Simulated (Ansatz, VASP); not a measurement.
## One calculation of CuO, two programs

The input INCAR:

```
  PREC = Accurate
  ENCUT = 520
  EDIFF = 1E-8
  ISMEAR = -1
  SIGMA = 0.05
  LREAL = False
  LASPH = True
  NELM = 100
  ALGO = Normal
  ISIF = 2
  LWAVE = False
  LCHARG = False
  GGA = PE
  LEFG = True
  NBANDS = 25
```

Contents of KPOINTS:

```
Automatic mesh
0
Gamma
  8 8 6
```

POSCAR

```
CuO
1.0
    3.1754955000      0.0000000000      0.0000000000
    0.0000000000      3.1754955000      0.0000000000
    0.0000000000      0.0000000000      4.6495318700
Cu O
2 2
Direct
    0.0000000000      0.0000000000      0.0000000000
    0.5000000000      0.5000000000      0.0000000000
    0.5000000000      0.0000000000      0.2670000000
    0.0000000000      0.5000000000      0.7330000000
```

The input input.yaml:

```yaml
crystal:
  lattice:
    - [3.1754955, 0.0, 0.0]
    - [0.0, 3.1754955, 0.0]
    - [0.0, 0.0, 4.64953187]
  atoms:
    - { symbol: Cu, position: [0.0, 0.0, 0.0] }
    - { symbol: Cu, position: [0.5, 0.5, 0.0] }
    - { symbol: O, position: [0.5, 0.0, 0.267] }
    - { symbol: O, position: [0.0, 0.5, 0.733] }
kpoints:
  mp_grid: { grid: [8, 8, 6] }
scf:
  occupations: { method: fermi_dirac, width: 0.05 }
hamiltonian:
  xc: pbe
  pseudopotentials: { kind: all_electron, datasets: crystal }
output:
  forces: true
  stress: true
  eigenvalues: true
  efg: {}
  elf: true
  volumetric_format: npy
```

Alike in both runs: task electric field gradients; functional PBE; k mesh 8 × 8 × 6; occupations fermi-dirac, width 0.05 eV; no spin polarisation.

|  | VASP | Ansatz |
| --- | --- | --- |
| version | VASP 6.6.1 | Ansatz 0.2.0 |
| potentials or method | VASP PAW PBE potentials, release 64 (Cu, O), cutoff 520 eV | all-electron PAW datasets made for the crystal |

Ansatz gave:

| Quantity | Value |
| --- | --- |
| gap on the k mesh at the Fermi level (eV) | none |
| pressure (GPa) | 16.8 |
| traceless stress, the component that is largest in VASP (GPa) | -25.13 |
| rms of the force components (eV/Å) | 0.369 |
| size of Vzz on the site where it differs most (V/Å²) | 48.3 |

Problem. Which values does VASP return?

Solution. gap on the k mesh at the Fermi level (eV): none; pressure (GPa): 17.4; traceless stress, the component that is largest in VASP (GPa): -25.27; rms of the force components (eV/Å): 0.334; size of Vzz on the site where it differs most (V/Å²): 74.9.

Atom by atom the forces differ by 0.035 eV/Å (rms over components). A gap of «none» marks a metal or a gap that the smearing closes. Ansatz ran all-electron here, and VASP with PAW potentials.
